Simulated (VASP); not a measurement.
# InTe2 (Pnnm) in VASP: single point with PBE

Aim: the single point of InTe2 with PBE.

Everything below comes from runs of VASP 6.6.1. Logs are shortened: lines on timing, memory, paths and dates and some standing lists are left out, and cuts for length are marked.

### 1 The cell of the first run

The structure is orthorhombic, space group Pnnm (No. 58). The conventional cell has a = 6.171 Å, b = 7.551 Å, c = 4.706 Å, α = 90.00°, β = 90.00°, γ = 90.00°. Within 4.1 Å of In (site symmetry 2/m) lie 6 Te at 3.15 to 3.18 Å. Te (site symmetry m) has 1 Te at 2.78 Å and 3 In at 3.15 to 3.18 Å within 3.7 Å.

### 2 Single point, PBE

File INCAR:

```
PREC = Accurate
ENCUT = 520
EDIFF = 1E-6
ISMEAR = 0
SIGMA = 0.1
LREAL = F
LASPH = T
NELM = 100
ALGO = Normal
ISIF = 2
LWAVE = F
LCHARG = F
GGA = PE
NBANDS = 34
```

File KPOINTS:

```
Automatic mesh
0
Gamma
  6 6 8
```

File POSCAR:

```
InTe2
1.0
    6.1708263898      0.0000000000      0.0000000000
    0.0000000000      7.5511431724      0.0000000000
    0.0000000000      0.0000000000      4.7063751814
In Te
2 4
Direct
    0.0000000000      0.0000000000      0.0000000000
    0.5000000000      0.5000000000      0.5000000000
    0.1804507197      0.3895158269      0.0000000000
    0.8195492803      0.6104841731      0.0000000000
    0.6804507197      0.1104841731      0.5000000000
    0.3195492803      0.8895158269      0.5000000000
```

Potentials or basis: VASP PAW PBE potentials, release 64 (In_d, Te).

On the command line:

```
> cat potpaw_PBE.64/In_d/POTCAR potpaw_PBE.64/Te/POTCAR > POTCAR
> mpirun -np 1 vasp_std > vasp.out
```

OUTCAR:

```text
PREC = Accurate
   ENCUT = 520
   EDIFF = 1E-6
   ISMEAR = 0
   LREAL = F
   LASPH = T
   NELM = 100
   ISIF = 2
   GGA = PE

 ion  position               nearest neighbor table
   1  0.000  0.000  0.000-   3 3.15   4 3.15   5 3.18   6 3.18   5 3.18   6 3.18
   2  0.500  0.500  0.500-   5 3.15   6 3.15   3 3.18   4 3.18   3 3.18   4 3.18
   3  0.180  0.390  0.000-   4 2.78   1 3.15   2 3.18   2 3.18
   4  0.820  0.610  0.000-   3 2.78   1 3.15   2 3.18   2 3.18
   5  0.680  0.110  0.500-   6 2.78   2 3.15   1 3.18   1 3.18
   6  0.320  0.890  0.500-   5 2.78   2 3.15   1 3.18   1 3.18

  LATTYP: Found a simple orthorhombic cell.
 ALAT       =     4.7063751814
 B/A-ratio  =     1.3111632949
 C/A-ratio  =     1.6044498964

  Lattice vectors:

 A1 = (   0.0000000000,   0.0000000000,   4.7063751814)
 A2 = (   6.1708263898,   0.0000000000,   0.0000000000)
 A3 = (   0.0000000000,   7.5511431724,   0.0000000000)

Analysis of symmetry for initial positions (statically):
=====================================================================
 Subroutine PRICEL returns:
 Original cell was already a primitive cell.

 Routine SETGRP: Setting up the symmetry group for a
 simple orthorhombic supercell.

 Subroutine GETGRP returns: Found  8 space group operations
 (whereof  4 operations were pure point group operations)
 out of a pool of  8 trial point group operations.

The static configuration has the point symmetry C_2h.
 The point group associated with its full space group is D_2h.

Analysis of symmetry for dynamics (positions and initial velocities):
=====================================================================
 Subroutine PRICEL returns:
 Original cell was already a primitive cell.

 Routine SETGRP: Setting up the symmetry group for a
 simple orthorhombic supercell.

 Subroutine GETGRP returns: Found  8 space group operations
 (whereof  4 operations were pure point group operations)
 out of a pool of  8 trial point group operations.

The dynamic configuration has the point symmetry C_2h.
 The point group associated with its full space group is D_2h.

 Subroutine INISYM returns: Found  8 space group operations
 (whereof  4 operations are pure point group operations),
 and found     1 'primitive' translations

----------------------------------------------------------------------------------------

                                     Primitive cell

  volume of cell :     219.3020

  direct lattice vectors                    reciprocal lattice vectors
     6.170826390  0.000000000  0.000000000     0.162052849  0.000000000  0.000000000
     0.000000000  7.551143172  0.000000000     0.000000000  0.132430279  0.000000000
     0.000000000  0.000000000  4.706375181     0.000000000  0.000000000  0.212477748

  length of vectors
     6.170826390  7.551143172  4.706375181     0.162052849  0.132430279  0.212477748

  position of ions in fractional coordinates (direct lattice)
     0.000000000  0.000000000  0.000000000
     0.500000000  0.500000000  0.500000000
     0.180450720  0.389515827  0.000000000
     0.819549280  0.610484173  0.000000000
     0.680450720  0.110484173  0.500000000
     0.319549280  0.889515827  0.500000000

  ion indices of the primitive-cell ions
   primitive index   ion index
                 1           1
                 2           2
                 3           3
                 4           4
                 5           5
                 6           6

----------------------------------------------------------------------------------------

 KPOINTS: Automatic mesh

Automatic generation of k-mesh.
 Grid dimensions read from file:
 generate k-points for:    6    6    8

 Generating k-lattice:

  Cartesian coordinates                     Fractional coordinates (reciprocal lattice)
     0.027008808  0.000000000  0.000000000     0.166666667  0.000000000  0.000000000
     0.000000000  0.022071713  0.000000000     0.000000000  0.166666667  0.000000000
     0.000000000  0.000000000  0.026559719     0.000000000  0.000000000  0.125000000

  Length of vectors
     0.027008808  0.022071713  0.026559719

  Shift w.r.t. Gamma in fractional coordinates (k-lattice)
     0.000000000  0.000000000  0.000000000

 Subroutine IBZKPT returns following result:
 ===========================================

 Found     80 irreducible k-points:

 Following reciprocal coordinates:
            Coordinates               Weight
  0.000000  0.000000  0.000000      1.000000
  0.166667  0.000000  0.000000      2.000000
  0.333333  0.000000  0.000000      2.000000
  0.500000  0.000000  0.000000      1.000000
  0.000000  0.166667  0.000000      2.000000
  0.166667  0.166667  0.000000      4.000000
[... 16 lines left out ...]
  0.333333  0.166667  0.125000      8.000000
  0.500000  0.166667  0.125000      4.000000
 [... further k-points ...]
   k-points           NKPTS =     80   k-points in BZ     NKDIM =     80   number of bands    NBANDS=     34
   number of dos      NEDOS =    301   number of ions     NIONS =      6
   total plane-waves  NPLWV =  96768
   dimension x,y,z NGX =    48 NGY =   56 NGZ =   36
   dimension x,y,z NGXF=    96 NGYF=  112 NGZF=   72
   ions per type =               2   4
   NGX,Y,Z   is equivalent  to a cutoff of  12.93, 12.33, 12.72 a.u.
   NGXF,Y,Z  is equivalent  to a cutoff of  25.86, 24.66, 25.43 a.u.
 SYSTEM =  unknown system
   PREC   = accura    normal or accurate (medium, high low for compatibility)
   ISTART =      0    job   : 0-new  1-cont  2-samecut
   ICHARG =      2    charge: 1-file 2-atom 10-const
   ISPIN  =      1    spin polarized calculation?
   LNONCOLLINEAR =      F non collinear calculations
   LSORBIT =      F    spin-orbit coupling
   LASPH  =      T    aspherical Exc in radial PAW
   ENCUT  =  520.0 eV  38.22 Ry    6.18 a.u.  11.47 14.04  8.75*2*pi/ulx,y,z
   NELM   =    100;   NELMIN=  2; NELMDL= -5     # of ELM steps
   EDIFF  = 0.1E-05   stopping-criterion for ELM
   LREAL  =      F    real-space projection
   EDIFFG = 0.1E-04   stopping-criterion for IOM
   NSW    =      0    number of steps for IOM
   IBRION =     -1    ionic relax: 0-MD 1-quasi-New 2-CG
   NFREE  =      0    steps in history (QN), initial steepest desc. (CG)
   ISIF   =      2    stress and relaxation
   ISYM   =      2    0-nonsym 1-usesym 2-fastsym
   POTIM  = 0.5000    time-step for ionic-motion
   TEBEG  =    0.0;   TEEND  =   0.0 temperature during run
   PSTRESS=    0.0 pullay stress
   NELECT =      50.0000    total number of electrons
   NUPDOWN=      -1.0000    fix difference up-down
   EMIN   =  10.00;   EMAX   =-10.00  energy-range for DOS
   EFERMI =   0.00;   METHOD = LEGACY
   ISMEAR =     0;   SIGMA  =   0.10  broadening in eV -4-tet -1-fermi 0-gaus
   EFERMI_NEDOS =   21; number of points for ismear=-14 and -15
   IALGO  =     38    algorithm
   IMIX   =      4    mixing-type and parameters
     AMIX     =   0.40;   BMIX     =  1.00
     AMIX_MAG =   1.60;   BMIX_MAG =  1.00
  volume/ion in A,a.u.               =      36.55       246.65
  Fermi-wavevector in a.u.,A,eV,Ry     =   1.000117  1.889946 13.608999  1.000233
  Thomas-Fermi vector in A             =   2.132452
   LORBIT       =      0    0 simple, 1 ext, 2 COOP (PROOUT), +10 PAW based schemes
   GGA     = PE    functional components
   LHFCALC =     F    Hartree Fock is set to
   AEXX    =    0.0000 exact exchange contribution
   IVDW    =     0    specifies the selected vdW correction
   LEPSILON=     F    determine dielectric tensor
   LRPA    =     F    only Hartree local field effects (RPA)
 non-spin polarized calculation
 Gauss-broadening in eV      SIGMA  =   0.10
  energy-cutoff  :      520.00
  volume of cell :      219.30
 maximum number of plane-waves:      5948
 NGX is ok and might be reduce to    48
   NGX = 23   NGY = 29   NGZ = 17

 number of electron      49.9999991 magnetization

 Free energy of the ion-electron system (eV)
  ---------------------------------------------------
  ext. energy  EPLUGINS =         0.00000000
  ---------------------------------------------------
  free energy    TOTEN  =       -18.41196069 eV

  energy without entropy =      -18.39286023  energy(sigma->0) =      -18.40241046

 E-fermi :   4.8576     XC(G=0):  -8.5980

 val. band max:        4.8467951820   @ k =   0.1667   0.5000   0.2500
 cond. band min:       4.8663566900   @ k =   0.5000   0.3333   0.3750
 fundamental gap:      0.0195615080
 Fermi energy:         4.8575737997

 k-point     1 :       0.0000    0.0000    0.0000
  band No.  band energies     occupation
      1      -9.6582      2.00000
      2      -9.5901      2.00000
      3      -9.5766      2.00000
      4      -9.5758      2.00000
      5      -9.5568      2.00000
      6      -9.5525      2.00000
[... 26 lines left out ...]
     33       9.0525      0.00000
     34       9.6562      0.00000

 k-point     2 :       0.1667    0.0000    0.0000
  band No.  band energies     occupation
      1      -9.6526      2.00000
      2      -9.5936      2.00000
      3      -9.5767      2.00000
      4      -9.5759      2.00000
      5      -9.5563      2.00000
      6      -9.5526      2.00000
[... 26 lines left out ...]
     33       8.8326      0.00000
     34       9.8334      0.00000

 k-point     3 :       0.3333    0.0000    0.0000
  band No.  band energies     occupation
      1      -9.6382      2.00000
      2      -9.6041      2.00000
      3      -9.5768      2.00000
      4      -9.5763      2.00000
      5      -9.5552      2.00000
      6      -9.5530      2.00000
[... 26 lines left out ...]
     33       8.5768      0.00000
     34       9.5048      0.00000

 k-point     4 :       0.5000    0.0000    0.0000
  band No.  band energies     occupation
      1      -9.6201      2.00000
      2      -9.6201      2.00000
      3      -9.5767      2.00000
      4      -9.5767      2.00000
      5      -9.5539      2.00000
      6      -9.5539      2.00000
[... 26 lines left out ...]
     33       8.7310      0.00000
     34       8.7310      0.00000

 k-point     5 :       0.0000    0.1667    0.0000
  band No.  band energies     occupation
      1      -9.6523      2.00000
      2      -9.5931      2.00000
      3      -9.5765      2.00000
      4      -9.5758      2.00000
      5      -9.5564      2.00000
      6      -9.5526      2.00000
[... 621 lines left out ...]
 k-point    22 :       0.1667    0.1667    0.1250
  band No.  band energies     occupation
      1      -9.6432      2.00000
      2      -9.5964      2.00000
      3      -9.5828      2.00000
      4      -9.5801      2.00000
      5      -9.5551      2.00000
      6      -9.5519      2.00000
[... 26 lines left out ...]
     33       8.8504      0.00000
     34       9.2785      0.00000

 k-point    23 :       0.3333    0.1667    0.1250
  band No.  band energies     occupation
      1      -9.6328      2.00000
      2      -9.6059      2.00000
      3      -9.5829      2.00000
      4      -9.5807      2.00000
      5      -9.5541      2.00000
      6      -9.5522      2.00000
[... 26 lines left out ...]
     33       8.7739      0.00000
     34       8.9717      0.00000

 k-point    24 :       0.5000    0.1667    0.1250
  band No.  band energies     occupation
      1      -9.6192      2.00000
      2      -9.6192      2.00000
      3      -9.5820      2.00000
      4      -9.5820      2.00000
      5      -9.5529      2.00000
      6      -9.5529      2.00000
[... 26 lines left out ...]
     33       8.8507      0.00000
     34       8.8507      0.00000

 [... further k-points ...]

------------------------ aborting loop because EDIFF is reached ----------------------------------------

  FORCE on cell =-STRESS in cart. coord.  units (eV):
  Direction    XX          YY          ZZ          XY          YZ          ZX
  --------------------------------------------------------------------------------------
  -------------------------------------------------------------------------------------
  Total        0.0517038      0.0116165     -0.0414890      0.0000000      0.0000000      0.0000000
  in kB        0.3777375      0.0848678     -0.3031102      0.0000000      0.0000000      0.0000000
  external PRESSURE =       0.0531651 kB  Pullay stress =       0.0000000 kB

 VOLUME and BASIS-vectors are now :
 -----------------------------------------------------------------------------
  energy-cutoff  :      520.00
  volume of cell :      219.30
      direct lattice vectors                 reciprocal lattice vectors
     6.170826390  0.000000000  0.000000000     0.162052849  0.000000000  0.000000000
     0.000000000  7.551143172  0.000000000     0.000000000  0.132430279  0.000000000
     0.000000000  0.000000000  4.706375181     0.000000000  0.000000000  0.212477748

 POSITION                                       TOTAL-FORCE (eV/Angst)
 -----------------------------------------------------------------------------------
      0.00000      0.00000      0.00000         0.000000      0.000000      0.000000
      3.08541      3.77557      2.35319         0.000000      0.000000      0.000000
      1.11353      2.94129      0.00000         0.005794     -0.003774     -0.000000
      5.05730      4.60985      0.00000        -0.005794      0.003774     -0.000000
      4.19894      0.83428      2.35319         0.005794      0.003774      0.000000
      1.97188      6.71686      2.35319        -0.005794     -0.003774     -0.000000
 -----------------------------------------------------------------------------------
    total drift:                                0.000000     -0.000000     -0.000000

  FREE ENERGIE OF THE ION-ELECTRON SYSTEM (eV)
  ---------------------------------------------------
  free  energy   TOTEN  =       -18.4119606853 eV

  energy  without entropy=      -18.3928602298  energy(sigma->0) =      -18.40241046
```

Run time: 3.7 min. Hardware: 1 thread of Intel Xeon 6975P-C (Granite Rapids), shared host; peak memory 0.63 GiB.

Results:

- Free energy: -18.4120 eV
- Pressure: 0.0 GPa
- Largest force: 0.007 eV/Å
- Band gap on the k mesh: zero (bands 25 and 26 overlap by 1.67 eV)

Forces on the atoms (eV/Å):
```
In   0.000  0.000  0.000
In   0.000  0.000  0.000
Te   0.006 -0.004  0.000
Te  -0.006  0.004  0.000
Te   0.006  0.004  0.000
Te  -0.006 -0.004  0.000
```

Levels at points of the mesh, in eV from the Fermi level:
```csv
k point,band 23,band 24,band 25,band 26,band 27,band 28
"(0.00, 0.00, 0.00)",-0.91,-0.68,-0.52,0.98,1.04,1.39
"(0.50, 0.00, 0.00)",-1.25,-1.25,-0.37,-0.37,0.97,0.97
"(0.00, 0.50, 0.00)",-0.51,-0.51,-0.42,-0.42,1.30,1.30
"(0.50, 0.50, 0.00)",-1.56,-1.56,-0.53,-0.53,1.15,1.15
"(0.00, 0.00, 0.50)",-2.13,-2.13,-0.08,-0.08,0.62,0.62
"(0.50, 0.00, 0.50)",-0.79,-0.79,0.74,0.74,1.47,1.47
"(0.00, 0.50, 0.50)",-2.05,-2.05,-0.72,-0.72,1.26,1.26
"(0.50, 0.50, 0.50)",-1.54,-1.54,-0.19,-0.19,1.50,1.50
```

Caveat: spin-orbit coupling is left out, which moves the levels of the heavy elements.
